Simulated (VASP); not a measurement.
Here is a VASP 6.6.1 calculation.

File INCAR:

```
PREC = Accurate
ENCUT = 520
EDIFF = 1E-6
ISMEAR = 0
SIGMA = 0.05
LREAL = False
LASPH = True
NELM = 60
ALGO = Normal
ISIF = 2
LWAVE = False
LCHARG = False
GGA = PE
NBANDS = 16
```

Contents of KPOINTS:

```
Automatic mesh
0
Gamma
  8 8 8
```

File POSCAR:

```
GaP
1.0
    0.0000000000      2.8213502327      2.8901636530
    2.8213502327      0.0000000000      2.8901636530
    2.8213502327      2.8213502327      0.0000000000
Ga P
1 1
Direct
    0.0000000000      0.0000000000      0.0000000000
    0.7500000000      0.7500000000      0.7500000000
```

Potentials or basis: VASP PAW PBE potentials, release 64 (Ga_d, P).

Command:

```bash
$ cat potpaw_PBE.64/Ga_d/POTCAR potpaw_PBE.64/P/POTCAR > POTCAR
$ mpirun -np 1 vasp_std > vasp.out
```

What does it give for the pressure?

-6.0 GPa.

Predict the band gap on the k mesh.

0.75 eV, direct.

Stress tensor (GPa, compression positive):
```
-5.45  0.00  0.00
 0.00 -5.45  0.00
 0.00  0.00 -7.19
```

Caveat: the cell differs from its parent crystal (strain +0.025 along x and y, +0.050 along z). A k mesh can miss the band edges.
